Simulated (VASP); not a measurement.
Wanted: the native input for a VASP 6.6.1 run.

| Quantity | Value |
| --- | --- |
| Task | relaxation of the atoms |
| Functional | r2SCAN |
| Potentials or basis | VASP PAW PBE potentials, release 64 (Li_sv, Se) |
| Cutoff | 720 eV |
| k mesh | 8 × 8 × 8 |
| Occupations | fermi-dirac, width 0.02 eV |
| Spin | no spin polarisation |
| Dipole correction | no |
| Further INCAR settings | ALGO = Normal; EDIFF = 1e-07; IBRION = 2; EDIFFG = -0.01; NSW = 50 |

Crystal: Li2Se.

```
Li Se
1.0
     0.00000    3.03216    3.03216
     3.03216    0.00000    3.03216
     3.03216    3.03216    0.00000
Li Se
2 1
Direct
  0.25000 0.25000 0.25000
  0.75000 0.75000 0.75000
  0.00000 0.00000 0.00000
```

These files were run (other wordings do the same):

POSCAR

```
Li2Se
1.0
    0.0000000000      3.0321646800      3.0321646800
    3.0321646800      0.0000000000      3.0321646800
    3.0321646800      3.0321646800      0.0000000000
Li Se
2 1
Direct
    0.2500000000      0.2500000000      0.2500000000
    0.7500000000      0.7500000000      0.7500000000
    0.0000000000      0.0000000000      0.0000000000
```

INCAR.step1

```
SYSTEM = Li2Se
ALGO = Normal
EDIFF = 1E-5
EDIFFG = -0.01
ENCUT = 720
GGA = PE
GGA_COMPAT = .FALSE.
IBRION = 2
ISMEAR = -1
LASPH = .TRUE.
LCHARG = .FALSE.
LREAL = .FALSE.
LWAVE = .TRUE.
NELM = 120
NELMIN = 4
NSW = 100
PREC = Accurate
SIGMA = 0.02
```

INCAR.step2

```
SYSTEM = Li2Se
ALGO = Normal
EDIFF = 1E-7
EDIFFG = -0.01
ENCUT = 720
GGA_COMPAT = .FALSE.
IBRION = 2
ISIF = 2
ISMEAR = -1
ISTART = 1
LASPH = .TRUE.
LCHARG = .FALSE.
LMIXTAU = .TRUE.
LREAL = .FALSE.
LWAVE = .FALSE.
METAGGA = R2SCAN
NELM = 120
NELMIN = 4
NSW = 50
PREC = Accurate
SIGMA = 0.02
```

KPOINTS

```
k-points
0
G
  8 8 8
  0 0 0
```

Potentials or basis: VASP PAW PBE potentials, release 64 (Li_sv, Se).

Launch:

```bash
$ cat potpaw_PBE.64/Li_sv/POTCAR potpaw_PBE.64/Se/POTCAR > POTCAR
$ cp INCAR.step1 INCAR
$ mpirun -np 1 vasp_std > vasp.out
$ cp INCAR.step2 INCAR
$ mpirun -np 1 vasp_std > vasp.out
```

Results of the run:

The pressure after relaxing is -1.5 GPa and the band gap on the k mesh is 3.48 eV (least direct gap 4.00 eV).

Caveat: the relaxation stopped at its first step, so nothing moved; the PAW data sets were made with another functional, which shifts forces and pressure a little.

Run time: 3.6 min on 1 thread of Oxide Virtual Turin-like Processor, on a shared host, peak memory 0.23 GiB.
